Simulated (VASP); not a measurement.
Wanted: the native input for a VASP 6.6.1 run.

```yaml
Task: single point
Functional: PBE
Potentials_or_basis: VASP PAW PBE potentials, release 64 (W_sv, S)
Cutoff: 520 eV
k_mesh: 12 × 12 × 2
Occupations: gaussian, width 0.02 eV
Spin: no spin polarisation
Dipole_correction: no
Further_INCAR_settings: ALGO = Normal; EDIFF = 1e-07; NBANDS = 35
```

The structure of WS2 lies in POSCAR:

```
WS2
1.0
    3.1877751688      0.0000000000      0.0000000000
   -1.5938875844      2.7606942778      0.0000000000
    0.0000000000      0.0000000000     14.8712780525
W S
2 4
Direct
    0.3333333333      0.6666666667      0.2500000000
    0.6666666667      0.3333333333      0.7500000000
    0.3333333333      0.6666666667      0.6443541037
    0.6666666667      0.3333333333      0.1443541037
    0.3333333333      0.6666666667      0.8556458963
    0.6666666667      0.3333333333      0.3556458963
```

These files were run (other wordings do the same):

INCAR

```
PREC     = Accurate       # precision mode
ENCUT    = 520            # plane-wave cutoff, eV
EDIFF    = 1E-7           # SCF threshold, eV
ISMEAR   = 0              # smearing method
SIGMA    = 0.02           # smearing width, eV
LREAL    = F              # projectors in reciprocal space
LASPH    = T              # aspherical terms in the spheres
NELM     = 100            # most SCF steps
ALGO     = Normal         # electronic algorithm
ISIF     = 2              # what is computed and relaxed
LWAVE    = F              # write WAVECAR
LCHARG   = F              # write CHGCAR
GGA      = PE             # functional
NBANDS   = 35             # bands
```

KPOINTS

```
Automatic mesh
0
Gamma
  12 12 2
```

Potentials or basis: VASP PAW PBE potentials, release 64 (W_sv, S).

Command:

```console
$ cat potpaw_PBE.64/W_sv/POTCAR potpaw_PBE.64/S/POTCAR > POTCAR
$ mpirun -np 1 vasp_std > vasp.out
```

Results of the run:

The pressure is 0.0 GPa. The largest force is 0.003 eV/Å. The band gap on the k mesh is 1.64 eV, indirect (least direct gap 1.80 eV).

Caveat: spin-orbit coupling is left out, which moves the levels of the heavy elements; this functional lacks dispersion, which binds the layers, so the pressure and a relaxed spacing across them are unreliable.

Wall time 64 s on 1 thread of Intel(R) Xeon(R) 6975P-C (Granite Rapids), on a shared host, peak memory 0.31 GiB.
